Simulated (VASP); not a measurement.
Input of a VASP 6.6.1 run:

File INCAR:

```
SYSTEM = LuH2
ALGO = Normal ; EDIFF = 1E-8
ENCUT = 520 ; GGA = PS
IBRION = 8 ; ISIF = 2
ISMEAR = -1 ; LASPH = .TRUE.
LCHARG = .FALSE. ; LREAL = .FALSE.
LWAVE = .FALSE. ; NBANDS = 20
NELM = 100 ; NSW = 1
PREC = Accurate ; SIGMA = 0.15
```

The input KPOINTS:

```
k-points
0
G
  10 10 10
  0 0 0
```

POSCAR

```
LuH2
1.0
    0.0000000000      2.5165000000      2.5165000000
    2.5165000000      0.0000000000      2.5165000000
    2.5165000000      2.5165000000      0.0000000000
Lu H
1 2
Direct
    0.0000000000      0.0000000000      0.0000000000
    0.2500000000      0.2500000000      0.2500000000
    0.7500000000      0.7500000000      0.7500000000
```

Potentials or basis: VASP PAW PBE potentials, release 64 (Lu, H).

Run with:

```sh
$ cat potpaw_PBE.64/Lu/POTCAR potpaw_PBE.64/H/POTCAR > POTCAR
$ mpirun -np 1 vasp_std > vasp.out
```

Predict the highest phonon frequency at Γ.

1161 cm⁻¹.

Phonon frequencies in cm⁻¹ (negative: imaginary):
| q point | frequencies |
| --- | --- |
| (0.000, 0.000, 0.000) | 0 0 0 943 943 943 1161 1161 1161 |

Caveat: the cell stands under pressure or tension, which shifts response properties.
